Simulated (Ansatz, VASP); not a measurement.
**Two plane-wave programs on Lu**

File POSCAR:

```
Lu
1.0
    3.5048186286      0.0000000000      0.0000000000
   -1.7524093143      3.0352619680      0.0000000000
    0.0000000000      0.0000000000      5.4696750779
Lu
2
Direct
    0.3333333333      0.6666666667      0.2500000000
    0.6666666667      0.3333333333      0.7500000000
```

File INCAR.step1:

```
PREC = Accurate ; ENCUT = 520
ISMEAR = -1 ; SIGMA = 0.1
LREAL = False ; LASPH = True
NELM = 80 ; NBANDS = 32
GGA = PE ; ALGO = Normal
EDIFF = 1E-4 ; LWAVE = True
LCHARG = False
```

INCAR.step2

```
PREC = Accurate ; ENCUT = 520
EDIFF = 1E-7 ; ISMEAR = -1
SIGMA = 0.1 ; LREAL = False
LASPH = True ; NELM = 80
ALGO = Normal ; ISIF = 2
LWAVE = False ; LCHARG = False
METAGGA = R2SCAN ; LMIXTAU = True
NBANDS = 32 ; ISTART = 1
```

File KPOINTS:

```
Automatic mesh
0
Gamma
  15 15 9
```

Input for Ansatz:

```yaml
crystal:
  lattice:
    - [3.5048186286, 0.0, 0.0]
    - [-1.7524093143, 3.035261968, 0.0]
    - [0.0, 0.0, 5.4696750779]
  atoms:
    - { symbol: Lu, position: [0.3333333333, 0.6666666667, 0.25] }
    - { symbol: Lu, position: [0.6666666667, 0.3333333333, 0.75] }
hamiltonian:
  xc: r2scan
  pseudopotentials:
    kind: paw
    azcp:
      Lu: "pseudopotentials/Lu.paw.azcp"
basis:
  ecutwfc: 500
  fft_grid_basis: typed
kpoints:
  mp_grid: { grid: [15, 15, 9], shift: [0, 0, 0] }
magnetization:
  spin_polarized: false
scf:
  occupations: { method: fermi_dirac, width: 0.1 }
  lower_state_search: "off"
output:
  stress: true
```

Alike in both runs: task single point; functional r2SCAN; k mesh 15 × 15 × 9; occupations fermi-dirac, width 0.1 eV; no spin polarisation.

|  | VASP | Ansatz |
| --- | --- | --- |
| version | VASP 6.6.1 | Ansatz 0.2.0 |
| potentials or method | VASP PAW PBE potentials, release 64 (Lu), cutoff 520 eV | plane waves (500 eV) with PAW, scalar-relativistic |
| valence electrons in the cell | 50 | 50 |

|  | VASP | Ansatz | Ansatz less VASP |
| --- | --- | --- | --- |
| pressure (GPa) | 0.3 | 0.0 | -0.33 |
| traceless stress, the component that is largest in VASP (GPa) | 0.09 | 0.04 | -0.047 |

VASP's potentials were made for PBE, not for r2SCAN.

Spin-orbit coupling is off throughout.
